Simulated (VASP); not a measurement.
# Nb3Te2Mo (P4mm) in VASP: further runs, part 3 of 3

VASP 6.6.1.

### Step 5. Single point, PBE

This run uses another cell than the first one, of 22.21 Å³/atom.

Contents of INCAR:

```
SYSTEM = Nb3Te2Mo
PREC     = Accurate       ! precision mode
ENCUT    = 520            ! plane-wave cutoff, eV
EDIFF    = 1E-6           ! SCF threshold, eV
ISMEAR   = 0              ! smearing method
SIGMA    = 0.1            ! smearing width, eV
LREAL    = .FALSE.        ! projectors in reciprocal space
LASPH    = .TRUE.         ! aspherical terms in the spheres
NELM     = 60             ! most SCF steps
ALGO     = Fast           ! electronic algorithm
ISIF     = 2              ! what is computed and relaxed
LWAVE    = .FALSE.        ! write WAVECAR
LCHARG   = .TRUE.         ! write CHGCAR
GGA      = PE             ! functional
LELF     = .TRUE.         ! ELF
LVHAR    = .TRUE.       
NBANDS   = 42             ! bands
```

Contents of KPOINTS:

```
regular mesh
0
G
  10 10 4
  0 0 0
```

Contents of POSCAR:

```
Nb3Te2Mo
1.0
    3.4280742332      0.0000000000      0.0000000000
    0.0000000000      3.4280742332      0.0000000000
    0.0000000000      0.0000000000     11.3396306310
Nb Te Mo
3 2 1
Direct
    0.0000000000      0.0000000000      0.5850232348
    0.5000000000      0.5000000000      0.1818240533
    0.0000000000      0.0000000000      0.3191315991
    0.0000000000      0.0000000000      0.0452725319
    0.5000000000      0.5000000000      0.7248891380
    0.5000000000      0.5000000000      0.4538594428
```

Potentials or basis: VASP PAW PBE potentials, release 64 (Nb_sv, Te, Mo_sv).

Run with:

```
$ cat potpaw_PBE.64/Nb_sv/POTCAR potpaw_PBE.64/Te/POTCAR potpaw_PBE.64/Mo_sv/POTCAR > POTCAR
$ mpirun -np 1 vasp_std > vasp.out
```

OUTCAR:

```text
SYSTEM = Nb3Te2Mo
   PREC = Accurate
   ENCUT = 520
   EDIFF = 1E-6
   ISMEAR = 0
   LREAL = .FALSE.
   LASPH = .TRUE.
   NELM = 60
   ISIF = 2
   GGA = PE

 ion  position               nearest neighbor table
   1  0.000  0.000  0.585-   6 2.84   6 2.84   6 2.84   6 2.84   5 2.90   5 2.90   5 2.90   5 2.90
                             3 3.02
   2  0.500  0.500  0.182-   4 2.88   4 2.88   4 2.88   4 2.88   3 2.88   3 2.88   3 2.88   3 2.88
                             6 3.08
   3  0.000  0.000  0.319-   6 2.87   6 2.87   6 2.87   6 2.87   2 2.88   2 2.88   2 2.88   2 2.88
                             1 3.02   4 3.11
   4  0.000  0.000  0.045-   2 2.88   2 2.88   2 2.88   2 2.88   3 3.11
   5  0.500  0.500  0.725-   1 2.90   1 2.90   1 2.90   1 2.90   6 3.07
[... 1292 lines left out ...]
  Total       -0.1089169     -0.1089169     -0.1181985      0.0000000      0.0000000      0.0000000
  in kB       -1.3095029     -1.3095029     -1.4210956      0.0000000      0.0000000      0.0000000
  external PRESSURE =      -1.3467005 kB  Pullay stress =       0.0000000 kB

 VOLUME and BASIS-vectors are now :
 -----------------------------------------------------------------------------
  energy-cutoff  :      520.00
  volume of cell :      133.26
      direct lattice vectors                 reciprocal lattice vectors
     3.428074233  0.000000000  0.000000000     0.291708969  0.000000000  0.000000000
     0.000000000  3.428074233  0.000000000     0.000000000  0.291708969  0.000000000
     0.000000000  0.000000000 11.339630631     0.000000000  0.000000000  0.088186294

 POSITION                                       TOTAL-FORCE (eV/Angst)
 -----------------------------------------------------------------------------------
      0.00000      0.00000      6.63395         0.000000     -0.000000     -0.004462
      1.71404      1.71404      2.06182         0.000000     -0.000000      0.011845
      0.00000      0.00000      3.61883         0.000000     -0.000000     -0.002388
      0.00000      0.00000      0.51337         0.000000     -0.000000      0.007933
      1.71404      1.71404      8.21998         0.000000      0.000000      0.003331
      1.71404      1.71404      5.14660         0.000000      0.000000     -0.016258
 -----------------------------------------------------------------------------------
    total drift:                                0.000000      0.000000      0.004354

  FREE ENERGIE OF THE ION-ELECTRON SYSTEM (eV)
  ---------------------------------------------------
  free  energy   TOTEN  =       -49.2544356251 eV

  energy  without entropy=      -49.2174538712  energy(sigma->0) =      -49.23594475
```

OSZICAR:

```text
N       E                     dE             d eps       ncg     rms          rms(c)
DAV:   1     0.742682968039E+03    0.74268E+03   -0.34291E+04  5340   0.149E+03
DAV:   2     0.529334199045E+01   -0.73739E+03   -0.71460E+03  6582   0.569E+02
DAV:   3    -0.474427967641E+02   -0.52736E+02   -0.50927E+02  8544   0.118E+02
[... 29 lines left out ...]
RMM:  33    -0.492544308066E+02   -0.17965E-05   -0.20851E-05  6018   0.185E-02    0.186E-02
RMM:  34    -0.492544322295E+02   -0.14229E-05   -0.17183E-05  6032   0.173E-02    0.176E-02
RMM:  35    -0.492544337050E+02   -0.14754E-05   -0.14554E-05  5761   0.157E-02    0.177E-02
RMM:  36    -0.492544348657E+02   -0.11608E-05   -0.11826E-05  5497   0.140E-02    0.181E-02
RMM:  37    -0.492544356251E+02   -0.75935E-06   -0.99588E-06  5536   0.131E-02
   1 F= -.49254436E+02 E0= -.49235945E+02  d E =-.369818E-01
```

stdout:

```text
POSCAR found type information on POSCAR NbTeMo
 POSCAR found :  3 types and       6 ions
 scaLAPACK will be used
 LDA part: xc-table for (Slater+PW92), standard interpolation
 POSCAR, INCAR and KPOINTS ok, starting setup
 FFT: planning ... GRIDC
 FFT: planning ... GRID_SOFT
 FFT: planning ... GRID
 WAVECAR not read
 entering main loop
WARNING in EDDRMM: call to ZHEGV failed, returncode =   6  3     20
WARNING in EDDRMM: call to ZHEGV failed, returncode =   8  4     19
WARNING in EDDRMM: call to ZHEGV failed, returncode =   8  4     22
WARNING in EDDRMM: call to ZHEGV failed, returncode =   8  4     32
WARNING in EDDRMM: call to ZHEGV failed, returncode =   6  3     18
WARNING in EDDRMM: call to ZHEGV failed, returncode =   6  3     29
WARNING in EDDRMM: call to ZHEGV failed, returncode =   6  3     22
WARNING in EDDRMM: call to ZHEGV failed, returncode =   8  4     20
WARNING in EDDRMM: call to ZHEGV failed, returncode =   6  3     18
WARNING in EDDRMM: call to ZHEGV failed, returncode =   8  4     27
[... 16 lines left out ...]
WARNING in EDDRMM: call to ZHEGV failed, returncode =   6  3     33
WARNING in EDDRMM: call to ZHEGV failed, returncode =   6  3     33
WARNING in EDDRMM: call to ZHEGV failed, returncode =   6  3     24
WARNING in EDDRMM: call to ZHEGV failed, returncode =   6  3     31
WARNING in EDDRMM: call to ZHEGV failed, returncode =   6  3     35
WARNING in EDDRMM: call to ZHEGV failed, returncode =   6  3     35
WARNING in EDDRMM: call to ZHEGV failed, returncode =   8  4     17
WARNING in EDDRMM: call to ZHEGV failed, returncode =   6  3     18
WARNING in EDDRMM: call to ZHEGV failed, returncode =   8  4     26
WARNING in EDDRMM: call to ZHEGV failed, returncode =   8  4     17
```

It took 8.7 min on 1 thread of AMD EPYC 9R45 (Zen 5), shared host; peak memory 0.44 GiB.

Results:

- Free energy: -49.2544 eV
- Pressure: -0.1 GPa
- Largest force: 0.016 eV/Å
- Band gap on the k mesh: zero (an odd number of electrons rules out a gap without spin polarisation)

Forces in eV/Å, atoms in the order of the input:
```
Nb   0.000  0.000 -0.004
Nb   0.000  0.000  0.012
Nb   0.000  0.000 -0.002
Te   0.000  0.000  0.008
Te   0.000  0.000  0.003
Mo   0.000  0.000 -0.016
```

Levels at points of the mesh, in eV from the Fermi level:
```csv
k point,band 30,band 31,band 32,band 33,band 34,band 35
"(0.00, 0.00, 0.00)",-0.71,-0.46,-0.46,0.00,0.44,0.49
"(0.50, 0.00, 0.00)",-1.19,-0.81,-0.66,0.72,0.86,1.23
"(0.50, 0.50, 0.00)",-1.58,-0.22,-0.22,0.72,0.98,1.47
"(0.00, 0.00, 0.50)",-0.70,-0.46,-0.46,-0.15,0.44,0.45
"(0.50, 0.00, 0.50)",-1.19,-0.93,-0.75,0.80,0.91,1.25
"(0.50, 0.50, 0.50)",-1.59,-0.16,-0.16,0.71,0.89,1.43
```

Caveat: spin-orbit coupling is left out, which moves the levels of the heavy elements; this functional lacks dispersion, which binds the layers, so the pressure and a relaxed spacing across them are unreliable.

### Step 6. Overview

| task | cell | k mesh | cutoff (eV) | smearing | gap on the mesh (eV) | pressure (GPa) | largest force (eV/Å) |
| --- | --- | --- | --- | --- | --- | --- | --- |
| single point | a = 3.415, b = 3.415, c = 11.350 Å, 6 atoms, atomic positions A | 5 × 5 × 2 | 520 | gaussian 0.2 eV | none | 0.0 | 0.05 |
| single point | a = 3.428, b = 3.428, c = 22.679 Å, 12 atoms, atomic positions B | 6 × 6 × 1 | 520 | gaussian 0.2 eV | none | 0.0 | 0.04 |
| relaxation of cell and atoms | relaxed from a = 3.350, b = 3.350, c = 11.500 Å, 6 atoms, atomic positions C | 5 × 5 × 2 | 600 | gaussian 0.2 eV | none | 0.0 | 0.03 |
| single point | a = 3.428, b = 3.428, c = 11.340 Å, 6 atoms, atomic positions D | 10 × 10 × 4 | 520 | gaussian 0.1 eV | none | -0.1 | 0.02 |

Alike in all rows: level PBE; potentials or basis VASP PAW PBE potentials, release 64 (Nb_sv, Te, Mo_sv); no spin polarisation.

Caveats: some runs use coarse meshes; spin-orbit coupling is left out, which moves the levels of the heavy elements; this functional lacks dispersion, which binds the layers, so the pressure and a relaxed spacing across them are unreliable; the relaxation stopped at a loose force limit of 0.08 eV/Å, so its end isn't a converged minimum (at least some runs).

Total energies depend on the potentials used, so only differences within one code and one set of settings carry meaning.
